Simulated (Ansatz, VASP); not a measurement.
**Rh: VASP beside Ansatz**

```
Rh
1.0
     0.00000    1.88076    1.88076
     1.88076    0.00000    1.88076
     1.88076    1.88076    0.00000
Rh
1
Direct
  0.00000 0.00000 0.00000
```

Alike in both runs: task single point; functional r2SCAN; k mesh 18 × 18 × 18; occupations gaussian, width 0.1 eV; no spin polarisation.

|  | VASP | Ansatz |
| --- | --- | --- |
| version | VASP 6.6.1 | Ansatz 0.2.0 |
| potentials or method | VASP PAW PBE potentials, release 64 (Rh_sv_GW), cutoff 580 eV | scalar-relativistic, plane waves, PAW |
| valence electrons in the cell | 17 | 17 |

VASP gave:

```
gap on the k mesh at the Fermi level (eV) : none
pressure (GPa)                            : 7.6
```

Question: Which values does Ansatz return?

Answer: gap on the k mesh at the Fermi level (eV): none; pressure (GPa): 9.3.

VASP's potentials were made for PBE, not for r2SCAN. A gap of «none» marks a metal or a gap that the smearing closes. With one functional, cell and mesh, what is left measures potentials, basis and numerics.
